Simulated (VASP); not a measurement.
# MgO in VASP: notebook

Runs on MgO. Level: PBE. Tasks: single point, molecular dynamics.

Everything below comes from runs of VASP 6.6.1. Logs are shortened: lines on timing, memory, paths and dates and some standing lists are left out, and cuts for length are marked.

## 1. The cell of the first run

It takes space group P6_3mc (No. 186, hexagonal). Conventional cell: a = 3.308 Å, b = 3.308 Å, c = 4.983 Å, α = 90.00°, β = 90.00°, γ = 120.00°. Mg (site symmetry 3m) has 4 O at 1.97 to 1.99 Å within 2.6 Å. O (site symmetry 3m) has 4 Mg at 1.97 to 1.99 Å within 2.6 Å.

## 2. Single point, PBE

Input file INCAR:

```
SYSTEM = MgO
ALGO = Normal ; EDIFF = 1E-6
ENCUT = 520 ; GGA = PE
ISIF = 2 ; ISMEAR = 0
ISYM = 0 ; LASPH = .True.
LCHARG = .False. ; LREAL = Auto
LWAVE = .False. ; NBANDS = 46
NELM = 80 ; PREC = Accurate
SIGMA = 0.1
```

Input file KPOINTS:

```
Automatic mesh
0
Gamma
  2 2 2
  0.5 0.5 0.5
```

Input file POSCAR:

```
MgO
1.0
    3.3077869865      0.0000000000     -4.9828816700
    3.3077869865      0.0000000000      4.9828816700
   -3.3077869864     -5.7292551212      0.0000000000
Mg O
8 8
Direct
    0.8322534633      0.8344132033      0.1666666667
    0.3322534633      0.3344132033      0.1666666667
    0.8322534633      0.8344132033      0.6666666667
    0.3322534633      0.3344132033      0.6666666667
    0.9155867967      0.4177465367      0.3333333333
    0.4155867967      0.9177465367      0.3333333333
    0.9155867967      0.4177465367      0.8333333333
    0.4155867967      0.9177465367      0.8333333333
    0.6321132033      0.0345534633      0.1666666667
    0.1321132033      0.5345534633      0.1666666667
    0.6321132033      0.0345534633      0.6666666667
    0.1321132033      0.5345534633      0.6666666667
    0.7154465367      0.6178867967      0.3333333333
    0.2154465367      0.1178867967      0.3333333333
    0.7154465367      0.6178867967      0.8333333333
    0.2154465367      0.1178867967      0.8333333333
```

Potentials or basis: VASP PAW PBE potentials, release 64 (Mg, O).

Started as:

```console
cat potpaw_PBE.64/Mg/POTCAR potpaw_PBE.64/O/POTCAR > POTCAR
mpirun -np 1 vasp_std > vasp.out
```

OUTCAR:

```text
SYSTEM = MgO
   EDIFF = 1E-6
   ENCUT = 520
   GGA = PE
   ISIF = 2
   ISMEAR = 0
   ISYM = 0
   LASPH = .True.
   LREAL = Auto
   NELM = 80
   PREC = Accurate

 ion  position               nearest neighbor table
   1  0.832  0.834  0.167-  13 1.97  15 1.97  14 1.97   9 1.99   5 3.14   6 3.14   7 3.14   8 3.14
                             6 3.14   5 3.14   3 3.31   3 3.31   2 3.31   2 3.31   4 3.31   4 3.31
   2  0.332  0.334  0.167-  14 1.97  16 1.97  13 1.97  10 1.99   5 3.14   6 3.14   7 3.14   8 3.14
                             5 3.14   6 3.14   4 3.31   4 3.31   1 3.31   1 3.31   3 3.31   3 3.31
   3  0.832  0.834  0.667-  15 1.97  13 1.97  16 1.97  11 1.99   7 3.14   8 3.14   5 3.14   6 3.14
                             8 3.14   7 3.14   1 3.31   1 3.31   4 3.31   4 3.31   2 3.31   2 3.31
   4  0.332  0.334  0.667-  16 1.97  14 1.97  15 1.97  12 1.99   7 3.14   8 3.14   5 3.14   6 3.14
                             7 3.14   8 3.14   2 3.31   2 3.31   3 3.31   3 3.31   1 3.31   1 3.31
   5  0.916  0.418  0.333-  10 1.97  12 1.97   9 1.97  13 1.99   1 3.14   2 3.14   3 3.14   4 3.14
                             1 3.14   2 3.14   7 3.31   7 3.31   6 3.31   6 3.31   8 3.31   8 3.31
   6  0.416  0.918  0.333-   9 1.97  11 1.97  10 1.97  14 1.99   1 3.14   2 3.14   3 3.14   4 3.14
                             2 3.14   1 3.14   8 3.31   8 3.31   5 3.31   5 3.31   7 3.31   7 3.31
   7  0.916  0.418  0.833-  12 1.97  10 1.97  11 1.97  15 1.99   3 3.14   4 3.14   1 3.14   2 3.14
                             3 3.14   4 3.14   5 3.31   5 3.31   8 3.31   8 3.31   6 3.31   6 3.31
   8  0.416  0.918  0.833-  11 1.97   9 1.97  12 1.97  16 1.99   3 3.14   4 3.14   1 3.14   2 3.14
                             4 3.14   3 3.14   6 3.31   6 3.31   7 3.31   7 3.31   5 3.31   5 3.31
   9  0.632  0.035  0.167-   6 1.97   8 1.97   5 1.97   1 1.99
  10  0.132  0.535  0.167-   5 1.97   7 1.97   6 1.97   2 1.99
  11  0.632  0.035  0.667-   8 1.97   6 1.97   7 1.97   3 1.99
  12  0.132  0.535  0.667-   7 1.97   5 1.97   8 1.97   4 1.99
  13  0.715  0.618  0.333-   1 1.97   3 1.97   2 1.97   5 1.99
  14  0.215  0.118  0.333-   2 1.97   4 1.97   1 1.97   6 1.99
  15  0.715  0.618  0.833-   3 1.97   1 1.97   4 1.97   7 1.99
  16  0.215  0.118  0.833-   4 1.97   2 1.97   3 1.97   8 1.99

IMPORTANT INFORMATION: All symmetrisations will be switched off!
NOSYMM: (Re-)initialisation of all symmetry stuff for point group C_1.

----------------------------------------------------------------------------------------

                                     Primitive cell

  volume of cell :     188.8627

  direct lattice vectors                    reciprocal lattice vectors
     3.307786987  0.000000000 -4.982881670     0.151158464 -0.087271380 -0.100343543
     3.307786987  0.000000000  4.982881670     0.151158464 -0.087271380  0.100343543
    -3.307786986 -5.729255121  0.000000000     0.000000000 -0.174542760  0.000000000

  length of vectors
     5.980849813  5.980849813  6.615573973     0.201330578  0.201330578  0.174542760

  position of ions in fractional coordinates (direct lattice)
     0.832253463  0.834413203  0.166666667
     0.332253463  0.334413203  0.166666667
     0.832253463  0.834413203  0.666666667
     0.332253463  0.334413203  0.666666667
     0.915586797  0.417746537  0.333333333
     0.415586797  0.917746537  0.333333333
[... 8 lines left out ...]
     0.715446537  0.617886797  0.833333333
     0.215446537  0.117886797  0.833333333

  ion indices of the primitive-cell ions
   primitive index   ion index
                 1           1
                 2           2
                 3           3
                 4           4
                 5           5
                 6           6
[... 8 lines left out ...]
                15          15
                16          16

----------------------------------------------------------------------------------------

 KPOINTS: Automatic mesh

Automatic generation of k-mesh.
 Grid dimensions read from file:
 generate k-points for:    2    2    2

 Generating k-lattice:

  Cartesian coordinates                     Fractional coordinates (reciprocal lattice)
     0.075579232 -0.043635690 -0.050171771     0.500000000 -0.000000000  0.000000000
     0.075579232 -0.043635690  0.050171771    -0.000000000  0.500000000  0.000000000
     0.000000000 -0.087271380  0.000000000     0.000000000  0.000000000  0.500000000

  Length of vectors
     0.100665289  0.100665289  0.087271380

  Shift w.r.t. Gamma in fractional coordinates (k-lattice)
     0.500000000  0.500000000  0.500000000

 Subroutine IBZKPT returns following result:
 ===========================================

 Found      4 irreducible k-points:

 Following reciprocal coordinates:
            Coordinates               Weight
  0.250000  0.250000  0.250000      2.000000
 -0.250000  0.250000  0.250000      2.000000
 -0.250000  0.250000 -0.250000      2.000000
 -0.250000 -0.250000  0.250000      2.000000
   k-points           NKPTS =      4   k-points in BZ     NKDIM =      4   number of bands    NBANDS=     46
   number of dos      NEDOS =    301   number of ions     NIONS =     16
   total plane-waves  NPLWV = 115200
   dimension x,y,z NGX =    48 NGY =   48 NGZ =   50
   dimension x,y,z NGXF=    96 NGYF=   96 NGZF=  100
   ions per type =               8   8
   NGX,Y,Z   is equivalent  to a cutoff of  13.34, 13.34, 12.56 a.u.
   NGXF,Y,Z  is equivalent  to a cutoff of  26.68, 26.68, 25.13 a.u.
 SYSTEM =  MgO
   PREC   = accura    normal or accurate (medium, high low for compatibility)
   ISTART =      0    job   : 0-new  1-cont  2-samecut
   ICHARG =      2    charge: 1-file 2-atom 10-const
   ISPIN  =      1    spin polarized calculation?
   LNONCOLLINEAR =      F non collinear calculations
   LSORBIT =      F    spin-orbit coupling
   LASPH  =      T    aspherical Exc in radial PAW
   ENCUT  =  520.0 eV  38.22 Ry    6.18 a.u.  11.12 11.12 12.30*2*pi/ulx,y,z
   NELM   =     80;   NELMIN=  2; NELMDL= -5     # of ELM steps
   EDIFF  = 0.1E-05   stopping-criterion for ELM
   LREAL  =      T    real-space projection
   EDIFFG = 0.1E-04   stopping-criterion for IOM
   NSW    =      0    number of steps for IOM
   IBRION =     -1    ionic relax: 0-MD 1-quasi-New 2-CG
   NFREE  =      0    steps in history (QN), initial steepest desc. (CG)
   ISIF   =      2    stress and relaxation
   ISYM   =      0    0-nonsym 1-usesym 2-fastsym
   POTIM  = 0.5000    time-step for ionic-motion
   TEBEG  =    0.0;   TEEND  =   0.0 temperature during run
   PSTRESS=    0.0 pullay stress
   NELECT =      64.0000    total number of electrons
   NUPDOWN=      -1.0000    fix difference up-down
   EMIN   =  10.00;   EMAX   =-10.00  energy-range for DOS
   EFERMI =   0.00;   METHOD = LEGACY
   ISMEAR =     0;   SIGMA  =   0.10  broadening in eV -4-tet -1-fermi 0-gaus
   EFERMI_NEDOS =   21; number of points for ismear=-14 and -15
   IALGO  =     38    algorithm
   IMIX   =      4    mixing-type and parameters
     AMIX     =   0.40;   BMIX     =  1.00
     AMIX_MAG =   1.60;   BMIX_MAG =  1.00
  volume/ion in A,a.u.               =      11.80        79.66
  Fermi-wavevector in a.u.,A,eV,Ry     =   1.141351  2.156842 17.724080  1.302683
  Thomas-Fermi vector in A             =   2.278052
   LORBIT       =      0    0 simple, 1 ext, 2 COOP (PROOUT), +10 PAW based schemes
   GGA     = PE    functional components
   LHFCALC =     F    Hartree Fock is set to
   AEXX    =    0.0000 exact exchange contribution
   IVDW    =     0    specifies the selected vdW correction
   LEPSILON=     F    determine dielectric tensor
   LRPA    =     F    only Hartree local field effects (RPA)
 non-spin polarized calculation
 Gauss-broadening in eV      SIGMA  =   0.10
  energy-cutoff  :      520.00
  volume of cell :      188.86
 maximum number of plane-waves:      5102
 NGX is ok and might be reduce to    48
   NGX = 23   NGY = 23   NGZ = 25

 number of electron      64.0000012 magnetization

 Free energy of the ion-electron system (eV)
  ---------------------------------------------------
  ext. energy  EPLUGINS =         0.00000000
  ---------------------------------------------------
  free energy    TOTEN  =       -94.09527673 eV

  energy without entropy =      -94.09527673  energy(sigma->0) =      -94.09527673

 E-fermi :   1.4310     XC(G=0):  -9.7442

 val. band max:        0.9796661577   @ k =  -0.2500  -0.2500   0.2500
 cond. band min:       6.0129064998   @ k =  -0.2500   0.2500   0.2500
 fundamental gap:      5.0332403421
 Fermi energy:         1.4310025546

 k-point     1 :       0.2500    0.2500    0.2500
  band No.  band energies     occupation
      1     -14.6797      2.00000
      2     -14.6797      2.00000
      3     -14.5795      2.00000
      4     -14.5795      2.00000
      5     -14.3020      2.00000
      6     -14.3020      2.00000
[... 36 lines left out ...]
     43      11.2899      0.00000
     44      11.2899      0.00000

 k-point     2 :      -0.2500    0.2500    0.2500
  band No.  band energies     occupation
      1     -14.9356      2.00000
      2     -14.5421      2.00000
      3     -14.4383      2.00000
      4     -14.4383      2.00000
      5     -14.3996      2.00000
      6     -14.2639      2.00000
[... 36 lines left out ...]
     43      11.3349      0.00000
     44      12.0679      0.00000

 k-point     3 :      -0.2500    0.2500   -0.2500
  band No.  band energies     occupation
      1     -14.9356      2.00000
      2     -14.5421      2.00000
      3     -14.4383      2.00000
      4     -14.4383      2.00000
      5     -14.3996      2.00000
      6     -14.2639      2.00000
[... 36 lines left out ...]
     43      11.3349      0.00000
     44      12.0679      0.00000

 k-point     4 :      -0.2500   -0.2500    0.2500
  band No.  band energies     occupation
      1     -14.9017      2.00000
      2     -14.4424      2.00000
      3     -14.4424      2.00000
      4     -14.4423      2.00000
      5     -14.4423      2.00000
      6     -14.3653      2.00000
[... 36 lines left out ...]
     43      11.6652      0.00000
     44      12.2360      0.00000
 [bands above 44 left out]

------------------------ aborting loop because EDIFF is reached ----------------------------------------

  FORCE on cell =-STRESS in cart. coord.  units (eV):
  Direction    XX          YY          ZZ          XY          YZ          ZX
  --------------------------------------------------------------------------------------
  -------------------------------------------------------------------------------------
  Total        3.4531733      3.3472275      3.6935609      0.0049952      0.0000006      0.0000089
  in kB       29.2942708     28.3955021     31.3335485      0.0423758      0.0000053      0.0000754
  external PRESSURE =      29.6744405 kB  Pullay stress =       0.0000000 kB

 VOLUME and BASIS-vectors are now :
 -----------------------------------------------------------------------------
  energy-cutoff  :      520.00
  volume of cell :      188.86
      direct lattice vectors                 reciprocal lattice vectors
     3.307786987  0.000000000 -4.982881670     0.151158464 -0.087271380 -0.100343543
     3.307786987  0.000000000  4.982881670     0.151158464 -0.087271380  0.100343543
    -3.307786986 -5.729255121  0.000000000     0.000000000 -0.174542760  0.000000000

 POSITION                                       TOTAL-FORCE (eV/Angst)
 -----------------------------------------------------------------------------------
      4.96168     -0.95488      0.01076        -0.000788     -0.001593      0.006872
      1.65389     -0.95488      0.01076        -0.000795     -0.001603      0.006881
      3.30779     -3.81950      0.01076        -0.000801     -0.001610      0.006866
     -0.00000     -3.81950      0.01076        -0.000783     -0.001606      0.006867
      3.30779     -1.90975     -2.48068         0.000797      0.001609      0.006868
      3.30779     -1.90975      2.50220         0.000786      0.001612      0.006873
[... 8 lines left out ...]
      1.65389     -4.77438     -0.48613        -0.001349      0.005978     -0.006865
     -1.65389     -4.77438     -0.48613        -0.001349      0.005975     -0.006881
 -----------------------------------------------------------------------------------
    total drift:                                0.000004     -0.000004      0.020371

  FREE ENERGIE OF THE ION-ELECTRON SYSTEM (eV)
  ---------------------------------------------------
  free  energy   TOTEN  =       -94.0952767275 eV

  energy  without entropy=      -94.0952767275  energy(sigma->0) =      -94.09527673
```

It took 32 s on 1 thread of Intel Xeon 6975P-C (Granite Rapids), shared host; peak memory 0.32 GiB.

What came out:

| Item | Value |
| --- | --- |
| Free energy | -94.0953 eV |
| Pressure | 3.0 GPa |
| Largest force | 0.009 eV/Å |
| Band gap on the k mesh | 5.03 eV |

Forces on the atoms (eV/Å):
```
Mg  -0.001 -0.002  0.007
Mg  -0.001 -0.002  0.007
Mg  -0.001 -0.002  0.007
Mg  -0.001 -0.002  0.007
Mg   0.001  0.002  0.007
Mg   0.001  0.002  0.007
Mg   0.001  0.002  0.007
Mg   0.001  0.002  0.007
O    0.001 -0.006 -0.007
O    0.001 -0.006 -0.007
O    0.001 -0.006 -0.007
O    0.001 -0.006 -0.007
O   -0.001  0.006 -0.007
O   -0.001  0.006 -0.007
O   -0.001  0.006 -0.007
O   -0.001  0.006 -0.007
```

Stress tensor (GPa, compression positive):
```
2.93 0.00 0.00
0.00 2.84 0.00
0.00 0.00 3.13
```

Levels at points of the mesh, in eV from the valence-band top:
| k point | band 29 | band 30 | band 31 | band 32 | band 33 | band 34 | band 35 | band 36 |
| --- | --- | --- | --- | --- | --- | --- | --- | --- |
| (0.25, 0.25, 0.25) | -0.26 | -0.26 | -0.23 | -0.23 | 6.72 | 6.72 | 6.95 | 6.95 |

Caveat: the k points lie up to 0.63 Å⁻¹ apart. As with any semilocal functional, this PBE gap is likely too small.

[end of part 1 of 2]
